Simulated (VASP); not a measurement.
## Si3C2: single point with PBE

Si3C2:

```xyz
5
Lattice="3.5178 0.0000 0.0000 0.0000 3.5687 0.0000 0.0000 0.0000 6.1524" Properties=species:S:1:pos:R:3 pbc="T T T"
Si    1.7589    0.0000    5.0092
Si    1.7589    0.0000    0.9624
Si    0.0000    0.0000    2.2080
C     0.0000    1.7844    0.0212
C     1.7589    1.7844    3.0456
```

The cell was built from a structure type or drawn by symmetry, and may not be a known phase.

- Program: VASP 6.6.1
- Task: single point
- Functional: PBE
- Potentials or basis: VASP PAW PBE potentials, release 64 (Si, C)
- Cutoff: 520 eV
- k mesh: 6 × 6 × 4
- Occupations: gaussian, width 0.1 eV
- Spin: no spin polarisation
- Dipole correction: no
- Further INCAR settings: ALGO = Normal; EDIFF = 1e-06; NBANDS = 18

| Property | Result |
| --- | --- |
| Pressure | -7.8 GPa |
| Largest force | 4.257 eV/Å |
| Band gap on the k mesh | zero (bands 10 and 11 overlap by 2.03 eV) |

Forces in eV/Å, atoms in the order of the input:
```
Si   0.000  0.000 -4.257
Si   0.000  0.000  0.103
Si   0.000  0.000  3.560
C    0.000  0.000  0.099
C    0.000  0.000  0.494
```

Stress tensor (GPa, compression positive):
```
 -2.76   0.00   0.00
  0.00 -26.76   0.00
  0.00   0.00   6.14
```

Levels at points of the mesh, in eV from the Fermi level:
```csv
k point,band 6,band 7,band 8,band 9,band 10,band 11,band 12,band 13,band 14,band 15
"(0.00, 0.00, 0.00)",-2.84,-2.81,-0.68,-0.44,-0.32,0.95,1.44,1.94,2.49,3.31
"(0.50, 0.00, 0.00)",-3.74,-1.04,-0.96,-0.58,-0.35,1.07,1.76,2.15,2.43,3.15
"(0.00, 0.50, 0.00)",-4.16,-1.48,-0.30,0.50,0.65,0.70,1.12,2.00,2.46,3.00
"(0.50, 0.50, 0.00)",-4.22,-3.78,-3.40,-3.29,-2.29,-1.38,-0.93,3.13,4.58,4.64
"(0.00, 0.00, 0.50)",-2.90,-2.52,-1.45,-1.31,-1.08,0.84,1.21,2.12,3.89,4.57
"(0.50, 0.00, 0.50)",-2.73,-2.50,-1.08,-0.76,-0.54,0.75,1.24,2.25,2.83,2.96
"(0.00, 0.50, 0.50)",-2.63,-1.83,-1.79,-1.41,-0.07,0.35,0.81,2.35,2.35,2.47
"(0.50, 0.50, 0.50)",-4.92,-4.16,-3.79,-1.20,-0.49,-0.02,0.26,0.96,1.88,2.48
```

It took 82 s on 1 thread of Intel Xeon 8259CL, with other jobs on the host, peak memory 0.21 GiB.

Caveat: the cell stands under tension; forces of over 1 eV/Å act on the atoms, so gaps and moduli don't describe the material at rest.
